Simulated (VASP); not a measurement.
# Lu4Pd (Pm-3m) in VASP: single point with PBE

Aim: the single point of Lu4Pd with PBE.

Everything below comes from runs of VASP 6.6.1. Logs are shortened: lines on timing, memory, paths and dates and some standing lists are left out, and cuts for length are marked.

## Step 1: The cell of the first run

It takes space group Pm-3m (No. 221, cubic). The conventional cell has a = 5.341 Å, b = 5.341 Å, c = 5.341 Å, α = 90.00°, β = 90.00°, γ = 90.00°. Within 3.5 Å of Lu (site symmetry 4/mmm) lie 2 Pd at 2.67 Å. Lu (site symmetry m-3m) has 12 Lu at 3.78 Å and 8 Pd at 4.63 Å within 5.0 Å. Within 3.5 Å of Pd (site symmetry m-3m) lie 6 Lu at 2.67 Å.

The cell was built from a structure type or drawn by symmetry, and may not be a known phase.

## Step 2: Single point, PBE, collinear spin

INCAR

```
PREC = Accurate ; ENCUT = 520
EDIFF = 1E-6 ; ISMEAR = 0
SIGMA = 0.1 ; LREAL = False
LASPH = True ; NELM = 150
ALGO = Normal ; ISIF = 2
LWAVE = False ; LCHARG = False
ISPIN = 2 ; MAGMOM = 0 0 0 0 1
LORBIT = 11 ; LMAXMIX = 4
GGA = PE ; NBANDS = 67
```

KPOINTS

```
regular mesh
0
Gamma
  4 4 4
```

POSCAR

```
Lu4Pd
1.0
    5.3406764366      0.0000000000      0.0000000000
    0.0000000000      5.3406764366      0.0000000000
    0.0000000000      0.0000000000      5.3406764366
Lu Pd
4 1
Direct
    0.0000000000      0.5000000000      0.5000000000
    0.5000000000      0.0000000000      0.5000000000
    0.5000000000      0.5000000000      0.0000000000
    0.0000000000      0.0000000000      0.0000000000
    0.5000000000      0.5000000000      0.5000000000
```

Potentials or basis: VASP PAW PBE potentials, release 64 (Lu, Pd).

Started as:

```bash
$ cat potpaw_PBE.64/Lu/POTCAR potpaw_PBE.64/Pd/POTCAR > POTCAR
$ mpirun -np 1 vasp_std > vasp.out
```

OUTCAR:

```text
PREC = Accurate
   ENCUT = 520
   EDIFF = 1E-6
   ISMEAR = 0
   LREAL = False
   LASPH = True
   NELM = 150
   ISIF = 2
   ISPIN = 2
   LORBIT = 11
   GGA = PE

 ion  position               nearest neighbor table
   1  0.000  0.500  0.500-   5 2.67   5 2.67   4 3.78   2 3.78   3 3.78   4 3.78   2 3.78   4 3.78
                             4 3.78   2 3.78   3 3.78   3 3.78   3 3.78   2 3.78
   2  0.500  0.000  0.500-   5 2.67   5 2.67   4 3.78   1 3.78   3 3.78   4 3.78   1 3.78   3 3.78
                             3 3.78   3 3.78   1 3.78   4 3.78   4 3.78   1 3.78
   3  0.500  0.500  0.000-   5 2.67   5 2.67   4 3.78   1 3.78   1 3.78   2 3.78   2 3.78   2 3.78
                             4 3.78   2 3.78   1 3.78   4 3.78   1 3.78   4 3.78
   4  0.000  0.000  0.000-   1 3.78   2 3.78   3 3.78   1 3.78   2 3.78   1 3.78   3 3.78   1 3.78
                             2 3.78   3 3.78   2 3.78   3 3.78
   5  0.500  0.500  0.500-   1 2.67   2 2.67   3 2.67   3 2.67   2 2.67   1 2.67

  LATTYP: Found a simple cubic cell.
 ALAT       =     5.3406764366

  Lattice vectors:

 A1 = (   5.3406764366,   0.0000000000,   0.0000000000)
 A2 = (   0.0000000000,   5.3406764366,   0.0000000000)
 A3 = (   0.0000000000,   0.0000000000,   5.3406764366)

Analysis of symmetry for initial positions (statically):
=====================================================================
 Subroutine PRICEL returns:
 Original cell was already a primitive cell.

 Routine SETGRP: Setting up the symmetry group for a
 simple cubic supercell.

 Subroutine GETGRP returns: Found 48 space group operations
 (whereof 48 operations were pure point group operations)
 out of a pool of 48 trial point group operations.

The static configuration has the point symmetry O_h .

Analysis of symmetry for dynamics (positions and initial velocities):
=====================================================================
 Subroutine PRICEL returns:
 Original cell was already a primitive cell.

 Routine SETGRP: Setting up the symmetry group for a
 simple cubic supercell.

 Subroutine GETGRP returns: Found 48 space group operations
 (whereof 48 operations were pure point group operations)
 out of a pool of 48 trial point group operations.

The dynamic configuration has the point symmetry O_h .

Analysis of structural, dynamic, and magnetic symmetry:
=====================================================================
 Subroutine PRICEL returns:
 Original cell was already a primitive cell.

 Routine SETGRP: Setting up the symmetry group for a
 simple cubic supercell.

 Subroutine GETGRP returns: Found 48 space group operations
 (whereof 48 operations were pure point group operations)
 out of a pool of 48 trial point group operations.

The overall configuration has the point symmetry O_h .

 Subroutine INISYM returns: Found 48 space group operations
 (whereof 48 operations are pure point group operations),
 and found     1 'primitive' translations

----------------------------------------------------------------------------------------

                                     Primitive cell

  volume of cell :     152.3312

  direct lattice vectors                    reciprocal lattice vectors
     5.340676437  0.000000000  0.000000000     0.187242199  0.000000000  0.000000000
     0.000000000  5.340676437  0.000000000     0.000000000  0.187242199  0.000000000
     0.000000000  0.000000000  5.340676437     0.000000000  0.000000000  0.187242199

  length of vectors
     5.340676437  5.340676437  5.340676437     0.187242199  0.187242199  0.187242199

  position of ions in fractional coordinates (direct lattice)
     0.000000000  0.500000000  0.500000000
     0.500000000  0.000000000  0.500000000
     0.500000000  0.500000000  0.000000000
     0.000000000  0.000000000  0.000000000
     0.500000000  0.500000000  0.500000000

  ion indices of the primitive-cell ions
   primitive index   ion index
                 1           1
                 2           2
                 3           3
                 4           4
                 5           5

----------------------------------------------------------------------------------------

 KPOINTS: regular mesh

Automatic generation of k-mesh.
 Grid dimensions read from file:
 generate k-points for:    4    4    4

 Generating k-lattice:

  Cartesian coordinates                     Fractional coordinates (reciprocal lattice)
     0.046810550  0.000000000  0.000000000     0.250000000  0.000000000  0.000000000
     0.000000000  0.046810550  0.000000000     0.000000000  0.250000000  0.000000000
     0.000000000  0.000000000  0.046810550     0.000000000  0.000000000  0.250000000

  Length of vectors
     0.046810550  0.046810550  0.046810550

  Shift w.r.t. Gamma in fractional coordinates (k-lattice)
     0.000000000  0.000000000  0.000000000

 Subroutine IBZKPT returns following result:
 ===========================================

 Found     10 irreducible k-points:

 Following reciprocal coordinates:
            Coordinates               Weight
  0.000000  0.000000  0.000000      1.000000
  0.250000  0.000000  0.000000      6.000000
  0.500000  0.000000  0.000000      3.000000
  0.250000  0.250000  0.000000     12.000000
  0.500000  0.250000  0.000000     12.000000
  0.500000  0.500000  0.000000      3.000000
  0.250000  0.250000  0.250000      8.000000
  0.500000  0.250000  0.250000     12.000000
  0.500000  0.500000  0.250000      6.000000
  0.500000  0.500000  0.500000      1.000000
   k-points           NKPTS =     10   k-points in BZ     NKDIM =     10   number of bands    NBANDS=     67
   number of dos      NEDOS =    301   number of ions     NIONS =      5
   total plane-waves  NPLWV =  64000
   dimension x,y,z NGX =    40 NGY =   40 NGZ =   40
   dimension x,y,z NGXF=    80 NGYF=   80 NGZF=   80
   ions per type =               4   1
   NGX,Y,Z   is equivalent  to a cutoff of  12.45, 12.45, 12.45 a.u.
   NGXF,Y,Z  is equivalent  to a cutoff of  24.90, 24.90, 24.90 a.u.
 SYSTEM =  unknown system
   PREC   = accura    normal or accurate (medium, high low for compatibility)
   ISTART =      0    job   : 0-new  1-cont  2-samecut
   ICHARG =      2    charge: 1-file 2-atom 10-const
   ISPIN  =      2    spin polarized calculation?
   LNONCOLLINEAR =      F non collinear calculations
   LSORBIT =      F    spin-orbit coupling
   LASPH  =      T    aspherical Exc in radial PAW
   ENCUT  =  520.0 eV  38.22 Ry    6.18 a.u.   9.93  9.93  9.93*2*pi/ulx,y,z
   NELM   =    150;   NELMIN=  2; NELMDL= -5     # of ELM steps
   EDIFF  = 0.1E-05   stopping-criterion for ELM
   LREAL  =      F    real-space projection
   EDIFFG = 0.1E-04   stopping-criterion for IOM
   NSW    =      0    number of steps for IOM
   IBRION =     -1    ionic relax: 0-MD 1-quasi-New 2-CG
   NFREE  =      0    steps in history (QN), initial steepest desc. (CG)
   ISIF   =      2    stress and relaxation
   ISYM   =      2    0-nonsym 1-usesym 2-fastsym
   POTIM  = 0.5000    time-step for ionic-motion
   TEBEG  =    0.0;   TEEND  =   0.0 temperature during run
   PSTRESS=    0.0 pullay stress
   NELECT =     110.0000    total number of electrons
   NUPDOWN=      -1.0000    fix difference up-down
   EMIN   =  10.00;   EMAX   =-10.00  energy-range for DOS
   EFERMI =   0.00;   METHOD = LEGACY
   ISMEAR =     0;   SIGMA  =   0.10  broadening in eV -4-tet -1-fermi 0-gaus
   EFERMI_NEDOS =   21; number of points for ismear=-14 and -15
   IALGO  =     38    algorithm
   IMIX   =      4    mixing-type and parameters
     AMIX     =   0.40;   BMIX     =  1.00
     AMIX_MAG =   1.60;   BMIX_MAG =  1.00
  volume/ion in A,a.u.               =      30.47       205.60
  Fermi-wavevector in a.u.,A,eV,Ry     =   1.468733  2.775503 29.350162  2.157176
  Thomas-Fermi vector in A             =   2.584195
   LORBIT       =     11    0 simple, 1 ext, 2 COOP (PROOUT), +10 PAW based schemes
   GGA     = PE    functional components
   LHFCALC =     F    Hartree Fock is set to
   AEXX    =    0.0000 exact exchange contribution
   IVDW    =     0    specifies the selected vdW correction
   LEPSILON=     F    determine dielectric tensor
   LRPA    =     F    only Hartree local field effects (RPA)
 spin polarized calculation
 Gauss-broadening in eV      SIGMA  =   0.10
  energy-cutoff  :      520.00
  volume of cell :      152.33
 maximum number of plane-waves:      4130
 NGX is ok and might be reduce to    40
   NGX = 19   NGY = 19   NGZ = 19

 number of electron     110.0000014 magnetization      -0.0034187

 number of electron     110.0000014 magnetization       0.0001267

 Free energy of the ion-electron system (eV)
  ---------------------------------------------------
  ext. energy  EPLUGINS =         0.00000000
  ---------------------------------------------------
  free energy    TOTEN  =       -23.71098897 eV

  energy without entropy =      -23.67689787  energy(sigma->0) =      -23.69394342

 E-fermi :   2.6508     XC(G=0): -10.1499

 val. band max:        2.5634830865   @ k =   0.2500   0.2500   0.2500
 cond. band min:       2.6663498163   @ k =   0.5000   0.5000   0.2500
 fundamental gap:      0.1028667298
 Fermi energy:         2.6508011659

 spin component 1

 k-point     1 :       0.0000    0.0000    0.0000
  band No.  band energies     occupation
      1     -54.5273      1.00000
      2     -54.0052      1.00000
      3     -53.9974      1.00000
      4     -53.9974      1.00000
      5     -25.1432      1.00000
      6     -25.1432      1.00000
[... 59 lines left out ...]
     66       7.8152      0.00000
     67       7.8672      0.00000

 k-point     2 :       0.2500    0.0000    0.0000
  band No.  band energies     occupation
      1     -54.5273      1.00000
      2     -54.0041      1.00000
      3     -53.9981      1.00000
      4     -53.9974      1.00000
      5     -25.1409      1.00000
      6     -25.1409      1.00000
[... 549 lines left out ...]
     66       6.8543      0.00000
     67       6.8677      0.00000

 k-point    10 :       0.5000    0.5000    0.5000
  band No.  band energies     occupation
      1     -54.5272      1.00000
      2     -53.9991      1.00000
      3     -53.9991      1.00000
      4     -53.9991      1.00000
      5     -25.1488      1.00000
      6     -25.1488      1.00000
[... 59 lines left out ...]
     66       7.1621      0.00000
     67       7.1624      0.00000
 Fermi energy:         2.6508011659

 spin component 2

 k-point     1 :       0.0000    0.0000    0.0000
  band No.  band energies     occupation
      1     -54.5273      1.00000
      2     -54.0052      1.00000
      3     -53.9974      1.00000
      4     -53.9974      1.00000
      5     -25.1433      1.00000
      6     -25.1433      1.00000
[... 59 lines left out ...]
     66       7.8142      0.00000
     67       7.8876      0.00000

 k-point     2 :       0.2500    0.0000    0.0000
  band No.  band energies     occupation
      1     -54.5273      1.00000
      2     -54.0041      1.00000
      3     -53.9981      1.00000
      4     -53.9974      1.00000
      5     -25.1409      1.00000
      6     -25.1409      1.00000
[... 549 lines left out ...]
     66       6.8437      0.00000
     67       6.8529      0.00000

 k-point    10 :       0.5000    0.5000    0.5000
  band No.  band energies     occupation
      1     -54.5273      1.00000
      2     -53.9991      1.00000
      3     -53.9991      1.00000
      4     -53.9991      1.00000
      5     -25.1488      1.00000
      6     -25.1488      1.00000
[... 59 lines left out ...]
     66       7.1622      0.00000
     67       7.1647      0.00000

------------------------ aborting loop because EDIFF is reached ----------------------------------------

  FORCE on cell =-STRESS in cart. coord.  units (eV):
  Direction    XX          YY          ZZ          XY          YZ          ZX
  --------------------------------------------------------------------------------------
  -------------------------------------------------------------------------------------
  Total        0.1425451      0.1425451      0.1425451      0.0000000     -0.0000000      0.0000000
  in kB        1.4992495      1.4992495      1.4992495      0.0000000     -0.0000000      0.0000000
  external PRESSURE =       1.4992495 kB  Pullay stress =       0.0000000 kB

 VOLUME and BASIS-vectors are now :
 -----------------------------------------------------------------------------
  energy-cutoff  :      520.00
  volume of cell :      152.33
      direct lattice vectors                 reciprocal lattice vectors
     5.340676437  0.000000000  0.000000000     0.187242199  0.000000000  0.000000000
     0.000000000  5.340676437  0.000000000     0.000000000  0.187242199  0.000000000
     0.000000000  0.000000000  5.340676437     0.000000000  0.000000000  0.187242199

 POSITION                                       TOTAL-FORCE (eV/Angst)
 -----------------------------------------------------------------------------------
      0.00000      2.67034      2.67034         0.000000      0.000000      0.000000
      2.67034      0.00000      2.67034         0.000000      0.000000      0.000000
      2.67034      2.67034      0.00000         0.000000      0.000000      0.000000
      0.00000      0.00000      0.00000         0.000000      0.000000      0.000000
      2.67034      2.67034      2.67034         0.000000      0.000000      0.000000
 -----------------------------------------------------------------------------------
    total drift:                               -0.000000     -0.000000     -0.000000

  FREE ENERGIE OF THE ION-ELECTRON SYSTEM (eV)
  ---------------------------------------------------
  free  energy   TOTEN  =       -23.7109889702 eV

  energy  without entropy=      -23.6768978685  energy(sigma->0) =      -23.69394342

 total charge

# of ion       s       p       d       f       tot
--------------------------------------------------
    1        2.336   6.065   0.701  13.985  23.086
    2        2.336   6.065   0.701  13.985  23.086
    3        2.336   6.065   0.701  13.985  23.086
    4        2.354   6.005   0.616  13.961  22.936
    5        0.784   0.458   8.577   0.000   9.819
--------------------------------------------------
tot         10.145  24.660  11.294  55.914 102.014

 magnetization (x)

# of ion       s       p       d       f       tot
--------------------------------------------------
    1       -0.000   0.000   0.000  -0.000   0.000
    2       -0.000   0.000   0.000  -0.000   0.000
    3       -0.000   0.000   0.000  -0.000   0.000
    4       -0.000  -0.000   0.000  -0.000  -0.000
    5       -0.000   0.000  -0.000   0.000  -0.000
--------------------------------------------------
tot         -0.000   0.000   0.000  -0.000   0.000
```

It took 4.2 min on 1 thread of AMD EPYC 7R13 (Zen 3), shared host; peak memory 0.34 GiB.

Results:

| Item | Value |
| --- | --- |
| Free energy | -23.7110 eV |
| Pressure | 0.1 GPa |
| Band gap on the k mesh | zero (filled and empty bands overlap) |
| Net moment | 0.00 μB per cell |
| Valence electrons inside the program's atomic spheres | Lu 23.09, 22.94 (each value once); Pd 9.82 |

Caveat: spin-orbit coupling is left out, which moves the levels of the heavy elements.
